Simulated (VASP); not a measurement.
# Ca (Fm-3m) in VASP: further runs, part 2 of 2

VASP 6.6.1.

### Step 4. Single point, r2SCAN

POSCAR reads:

```
Ca
1.0
    0.0000000000      2.7835023068      2.7835023068
    2.7835023068      0.0000000000      2.7835023068
    2.7835023068      2.7835023068      0.0000000000
Ca
1
Direct
    0.0000000000      0.0000000000      0.0000000000
```

INCAR.step1 reads:

```
PREC = Accurate
ENCUT = 520
ISMEAR = 0
SIGMA = 0.2
LREAL = F
LASPH = T
NELM = 80
NBANDS = 11
GGA = PE
ALGO = Normal
EDIFF = 1E-4
LWAVE = T
LCHARG = F
```

INCAR.step2 reads:

```
PREC = Accurate
ENCUT = 520
EDIFF = 1E-6
ISMEAR = 0
SIGMA = 0.2
LREAL = F
LASPH = T
NELM = 80
ALGO = Normal
ISIF = 2
LWAVE = F
LCHARG = T
METAGGA = R2SCAN
LMIXTAU = T
LELF = T
LVHAR = T
NBANDS = 11
ISTART = 1
```

KPOINTS reads:

```
Automatic mesh
0
Gamma
  10 10 10
```

Potentials or basis: VASP PAW PBE potentials, release 64 (Ca_sv).

Launch:

```
> cat potpaw_PBE.64/Ca_sv/POTCAR > POTCAR
> cp INCAR.step1 INCAR
> mpirun -np 1 vasp_std > vasp.out
> cp INCAR.step2 INCAR
> mpirun -np 1 vasp_std > vasp.out
```

OUTCAR:

```text
PREC = Accurate
   ENCUT = 520
   EDIFF = 1E-6
   ISMEAR = 0
   LREAL = F
   LASPH = T
   NELM = 80
   ISIF = 2
   METAGGA = R2SCAN
   ISTART = 1

 ion  position               nearest neighbor table
   1  0.000  0.000  0.000-

  LATTYP: Found a face centered cubic cell.
 ALAT       =     5.5670046136

  Lattice vectors:

 A1 = (   0.0000000000,   2.7835023068,   2.7835023068)
 A2 = (   2.7835023068,   0.0000000000,   2.7835023068)
 A3 = (   2.7835023068,   2.7835023068,   0.0000000000)

Analysis of symmetry for initial positions (statically):
=====================================================================
 Subroutine PRICEL returns:
 Original cell was already a primitive cell.

 Routine SETGRP: Setting up the symmetry group for a
 face centered cubic supercell.

 Subroutine GETGRP returns: Found 48 space group operations
 (whereof 48 operations were pure point group operations)
 out of a pool of 48 trial point group operations.

The static configuration has the point symmetry O_h .

Analysis of symmetry for dynamics (positions and initial velocities):
=====================================================================
 Subroutine PRICEL returns:
 Original cell was already a primitive cell.

 Routine SETGRP: Setting up the symmetry group for a
 face centered cubic supercell.

 Subroutine GETGRP returns: Found 48 space group operations
 (whereof 48 operations were pure point group operations)
 out of a pool of 48 trial point group operations.

The dynamic configuration has the point symmetry O_h .

 Subroutine INISYM returns: Found 48 space group operations
 (whereof 48 operations are pure point group operations),
 and found     1 'primitive' translations

----------------------------------------------------------------------------------------

                                     Primitive cell

  volume of cell :      43.1325

  direct lattice vectors                    reciprocal lattice vectors
     0.000000000  2.783502307  2.783502307    -0.179629813  0.179629813  0.179629813
     2.783502307  0.000000000  2.783502307     0.179629813 -0.179629813  0.179629813
     2.783502307  2.783502307  0.000000000     0.179629813  0.179629813 -0.179629813

  length of vectors
     3.936466713  3.936466713  3.936466713     0.311127963  0.311127963  0.311127963

  position of ions in fractional coordinates (direct lattice)
     0.000000000  0.000000000  0.000000000

  ion indices of the primitive-cell ions
   primitive index   ion index
                 1           1

----------------------------------------------------------------------------------------

 KPOINTS: Automatic mesh

Automatic generation of k-mesh.
 Grid dimensions read from file:
 generate k-points for:   10   10   10

 Generating k-lattice:

  Cartesian coordinates                     Fractional coordinates (reciprocal lattice)
    -0.017962981  0.017962981  0.017962981     0.100000000  0.000000000  0.000000000
     0.017962981 -0.017962981  0.017962981     0.000000000  0.100000000  0.000000000
     0.017962981  0.017962981 -0.017962981     0.000000000  0.000000000  0.100000000

  Length of vectors
     0.031112796  0.031112796  0.031112796

  Shift w.r.t. Gamma in fractional coordinates (k-lattice)
     0.000000000  0.000000000  0.000000000

 Subroutine IBZKPT returns following result:
 ===========================================

 Found     47 irreducible k-points:

 Following reciprocal coordinates:
            Coordinates               Weight
  0.000000  0.000000  0.000000      1.000000
  0.100000  0.000000  0.000000      8.000000
  0.200000  0.000000  0.000000      8.000000
  0.300000  0.000000  0.000000      8.000000
  0.400000  0.000000  0.000000      8.000000
  0.500000  0.000000  0.000000      4.000000
[... 16 lines left out ...]
  0.300000  0.300000  0.000000      6.000000
  0.400000  0.300000  0.000000     24.000000
 [... further k-points ...]
   k-points           NKPTS =     47   k-points in BZ     NKDIM =     47   number of bands    NBANDS=     11
   number of dos      NEDOS =    301   number of ions     NIONS =      1
   total plane-waves  NPLWV =  27000
   dimension x,y,z NGX =    30 NGY =   30 NGZ =   30
   dimension x,y,z NGXF=    60 NGYF=   60 NGZF=   60
   ions per type =               1
   NGX,Y,Z   is equivalent  to a cutoff of  12.67, 12.67, 12.67 a.u.
   NGXF,Y,Z  is equivalent  to a cutoff of  25.34, 25.34, 25.34 a.u.
 SYSTEM =  unknown system
   PREC   = accura    normal or accurate (medium, high low for compatibility)
   ISTART =      1    job   : 0-new  1-cont  2-samecut
   ICHARG =      0    charge: 1-file 2-atom 10-const
   ISPIN  =      1    spin polarized calculation?
   LNONCOLLINEAR =      F non collinear calculations
   LSORBIT =      F    spin-orbit coupling
   LASPH  =      T    aspherical Exc in radial PAW
   ENCUT  =  520.0 eV  38.22 Ry    6.18 a.u.   7.32  7.32  7.32*2*pi/ulx,y,z
   NELM   =     80;   NELMIN=  2; NELMDL=  0     # of ELM steps
   EDIFF  = 0.1E-05   stopping-criterion for ELM
   LREAL  =      F    real-space projection
   EDIFFG = 0.1E-04   stopping-criterion for IOM
   NSW    =      0    number of steps for IOM
   IBRION =     -1    ionic relax: 0-MD 1-quasi-New 2-CG
   NFREE  =      0    steps in history (QN), initial steepest desc. (CG)
   ISIF   =      2    stress and relaxation
   ISYM   =      2    0-nonsym 1-usesym 2-fastsym
   POTIM  = 0.5000    time-step for ionic-motion
   TEBEG  =    0.0;   TEEND  =   0.0 temperature during run
   PSTRESS=    0.0 pullay stress
   NELECT =      10.0000    total number of electrons
   NUPDOWN=      -1.0000    fix difference up-down
   EMIN   =  10.00;   EMAX   =-10.00  energy-range for DOS
   EFERMI =   0.00;   METHOD = LEGACY
   ISMEAR =     0;   SIGMA  =   0.20  broadening in eV -4-tet -1-fermi 0-gaus
   EFERMI_NEDOS =   21; number of points for ismear=-14 and -15
   IALGO  =     38    algorithm
   IMIX   =      4    mixing-type and parameters
     AMIX     =   0.40;   BMIX     =  1.00
     AMIX_MAG =   1.60;   BMIX_MAG =  1.00
  volume/ion in A,a.u.               =      43.13       291.07
  Fermi-wavevector in a.u.,A,eV,Ry     =   1.005711  1.900518 13.761678  1.011455
  Thomas-Fermi vector in A             =   2.138408
   LORBIT       =      0    0 simple, 1 ext, 2 COOP (PROOUT), +10 PAW based schemes
   METAGGA = R2SCAN    functional components
   LHFCALC =     F    Hartree Fock is set to
   AEXX    =    0.0000 exact exchange contribution
   IVDW    =     0    specifies the selected vdW correction
   LEPSILON=     F    determine dielectric tensor
   LRPA    =     F    only Hartree local field effects (RPA)
 non-spin polarized calculation
 Gauss-broadening in eV      SIGMA  =   0.20
  energy-cutoff  :      520.00
  volume of cell :       43.13
 maximum number of plane-waves:      1211
 NGX is ok and might be reduce to    30
   NGX = 15   NGY = 15   NGZ = 15

 number of electron       9.9999998 magnetization

 Free energy of the ion-electron system (eV)
  ---------------------------------------------------
  ext. energy  EPLUGINS =         0.00000000
  ---------------------------------------------------
  free energy    TOTEN  =        -7.04510468 eV

  energy without entropy =       -7.02394379  energy(sigma->0) =       -7.03452423

 E-fermi :   1.9274     XC(G=0):  -8.1478

 val. band max:        1.8971394112   @ k =  -0.4000   0.3000   0.0000
 cond. band min:       1.9396906147   @ k =  -0.3000   0.4000   0.1000
 fundamental gap:      0.0425512035
 Fermi energy:         1.9274375330

 k-point     1 :       0.0000    0.0000    0.0000
  band No.  band energies     occupation
      1     -41.9165      2.00000
      2     -21.9475      2.00000
      3     -21.9475      2.00000
      4     -21.9474      2.00000
      5      -2.3372      2.00000
      6       4.5897      0.00000
      7       4.5898      0.00000
      8       4.5898      0.00000
      9       5.6914      0.00000
     10       5.6914      0.00000
     11      11.4210      0.00000
[... 309 lines left out ...]
 k-point    24 :       0.4000    0.3000    0.0000
  band No.  band energies     occupation
      1     -41.9026      2.00000
      2     -22.0505      2.00000
      3     -21.9894      2.00000
      4     -21.9852      2.00000
      5       0.3087      2.00000
      6       2.9500      0.00000
      7       3.5888      0.00000
      8       5.5533      0.00000
      9       5.8632      0.00000
     10       6.3384      0.00000
     11       8.9639      0.00000

 [... further k-points ...]

------------------------ aborting loop because EDIFF is reached ----------------------------------------

  FORCE on cell =-STRESS in cart. coord.  units (eV):
  Direction    XX          YY          ZZ          XY          YZ          ZX
  --------------------------------------------------------------------------------------
  -------------------------------------------------------------------------------------
  Total        0.0102769      0.0102769      0.0102769     -0.0000000     -0.0000000      0.0000000
  in kB        0.3817419      0.3817419      0.3817419     -0.0000000     -0.0000000      0.0000000
  external PRESSURE =       0.3817419 kB  Pullay stress =       0.0000000 kB

 VOLUME and BASIS-vectors are now :
 -----------------------------------------------------------------------------
  energy-cutoff  :      520.00
  volume of cell :       43.13
      direct lattice vectors                 reciprocal lattice vectors
     0.000000000  2.783502307  2.783502307    -0.179629813  0.179629813  0.179629813
     2.783502307  0.000000000  2.783502307     0.179629813 -0.179629813  0.179629813
     2.783502307  2.783502307  0.000000000     0.179629813  0.179629813 -0.179629813

 POSITION                                       TOTAL-FORCE (eV/Angst)
 -----------------------------------------------------------------------------------
      0.00000      0.00000      0.00000        -0.000000     -0.000000      0.000000
 -----------------------------------------------------------------------------------
    total drift:                               -0.000000     -0.000000      0.000000

  FREE ENERGIE OF THE ION-ELECTRON SYSTEM (eV)
  ---------------------------------------------------
  free  energy   TOTEN  =        -7.0451046823 eV

  energy  without entropy=       -7.0239437857  energy(sigma->0) =       -7.03452423
```

OUTCAR.step1:

```text
PREC = Accurate
   ENCUT = 520
   ISMEAR = 0
   LREAL = F
   LASPH = T
[... 554 lines left out ...]

 POSITION                                       TOTAL-FORCE (eV/Angst)
 -----------------------------------------------------------------------------------
      0.00000      0.00000      0.00000         0.000000      0.000000      0.000000
 -----------------------------------------------------------------------------------
    total drift:                               -0.000000     -0.000000      0.000000

  FREE ENERGIE OF THE ION-ELECTRON SYSTEM (eV)
  ---------------------------------------------------
  free  energy   TOTEN  =        -1.9429792009 eV

  energy  without entropy=       -1.9180853491  energy(sigma->0) =       -1.93053227
```

OSZICAR.step1:

```text
N       E                     dE             d eps       ncg     rms          rms(c)
DAV:   1     0.656380483516E+02    0.65638E+02   -0.49166E+03  1034   0.815E+02
DAV:   2    -0.502096738521E+00   -0.66140E+02   -0.65587E+02  1133   0.206E+02
DAV:   3    -0.188462871453E+01   -0.13825E+01   -0.13712E+01  1470   0.297E+01
DAV:   4    -0.194973303927E+01   -0.65104E-01   -0.64911E-01  1369   0.518E+00
DAV:   5    -0.195197398403E+01   -0.22409E-02   -0.22406E-02  1469   0.694E-01    0.222E+00
DAV:   6    -0.194511565172E+01    0.68583E-02   -0.11067E-02  1271   0.114E+00    0.136E+00
DAV:   7    -0.194340307721E+01    0.17126E-02   -0.16780E-02  1177   0.151E+00    0.103E-01
DAV:   8    -0.194296766808E+01    0.43541E-03   -0.19383E-03  1224   0.416E-01    0.221E-02
DAV:   9    -0.194297920087E+01   -0.11533E-04   -0.89389E-05  1116   0.808E-02
   1 F= -.19429792E+01 E0= -.19305323E+01  d E =-.248939E-01
```

Run time: 50 s. Hardware: 1 thread of Intel Xeon 6975P-C (Granite Rapids), shared host; peak memory 0.18 GiB.

What came out:

```yaml
Free_energy: -7.0451 eV
Pressure: 0.0 GPa
Band_gap_on_the_k_mesh: zero (bands 5 and 6 overlap by 0.48 eV)
```

Levels at points of the mesh, in eV from the Fermi level:
```
           k point  band 1  band 2  band 3  band 4  band 5  band 6  band 7  band 8  band 9  band 10
(0.00, 0.00, 0.00)  -43.84  -23.87  -23.87  -23.87   -4.26    2.66    2.66    2.66    3.76     3.76
(0.50, 0.00, 0.00)  -43.83  -24.01  -23.89  -23.89   -0.95   -0.31    2.52    2.52    4.47     4.47
(0.50, 0.50, 0.00)  -43.83  -24.00  -23.92  -23.92   -0.40    0.75    0.89    4.45    4.66     4.66
```

Caveat: the PAW data sets were made with another functional, which shifts forces and pressure a little.

### Step 5. Single point, r2SCAN

POSCAR is that of step 4.

INCAR.step1 reads:

```
SYSTEM = Ca
  PREC = Accurate
  ENCUT = 520
  ISMEAR = 0
  SIGMA = 0.3
  LREAL = .FALSE.
  LASPH = .TRUE.
  NELM = 80
  NBANDS = 11
  GGA = PE
  ALGO = Normal
  EDIFF = 1E-4
  LWAVE = .TRUE.
  LCHARG = .FALSE.
```

INCAR.step2 reads:

```
SYSTEM = Ca
  PREC = Accurate
  ENCUT = 520
  EDIFF = 1E-6
  ISMEAR = 0
  SIGMA = 0.3
  LREAL = .FALSE.
  LASPH = .TRUE.
  NELM = 80
  ALGO = Normal
  ISIF = 2
  LWAVE = .FALSE.
  LCHARG = .FALSE.
  METAGGA = R2SCAN
  LMIXTAU = .TRUE.
  NBANDS = 11
  ISTART = 1
```

KPOINTS reads:

```
regular mesh
0
G
  10 10 10
  0 0 0
```

Launch:

```
> cat potpaw_PBE.64/Ca_sv/POTCAR > POTCAR
> cp INCAR.step1 INCAR
> mpirun -np 1 vasp_std > vasp.out
> cp INCAR.step2 INCAR
> mpirun -np 1 vasp_std > vasp.out
```

Wall time 47 s (1 thread of Intel Xeon 6975P-C (Granite Rapids), shared host); peak memory 0.18 GiB.

The run converged. Its results:

| Item | Value |
| --- | --- |
| Free energy | -7.0584 eV |
| Pressure | 0.1 GPa |
| Band gap on the k mesh | zero (bands 5 and 6 overlap by 0.48 eV) |

Levels at points of the mesh, in eV from the Fermi level:
```tsv
k point	band 1	band 2	band 3	band 4	band 5	band 6	band 7	band 8	band 9	band 10
(0.00, 0.00, 0.00)	-43.83	-23.87	-23.87	-23.87	-4.26	2.67	2.67	2.67	3.77	3.77
(0.50, 0.00, 0.00)	-43.82	-24.00	-23.88	-23.88	-0.95	-0.31	2.53	2.53	4.48	4.48
(0.50, 0.50, 0.00)	-43.82	-23.99	-23.91	-23.91	-0.40	0.76	0.89	4.46	4.66	4.66
```

Caveat: so wide a smearing shifts energies and pressures; the PAW data sets were made with another functional, which shifts forces and pressure a little.

### Step 6. The runs side by side

```tsv
smearing	gap on the mesh (eV)	pressure (GPa)
gaussian 0.03 eV	none	0.0
gaussian 0.1 eV	none	0.0
gaussian 0.2 eV	none	0.0
gaussian 0.3 eV	none	0.1
```

Alike in all rows: task single point; level r2SCAN; potentials or basis VASP PAW PBE potentials, release 64 (Ca_sv); no spin polarisation; cell as given; k mesh 10 × 10 × 10; cutoff (eV) 520.

Caveats: the PAW data sets were made with another functional, which shifts forces and pressure a little; so wide a smearing shifts energies and pressures (at least some runs).

Total energies depend on the potentials used, so only differences within one code and one set of settings carry meaning.
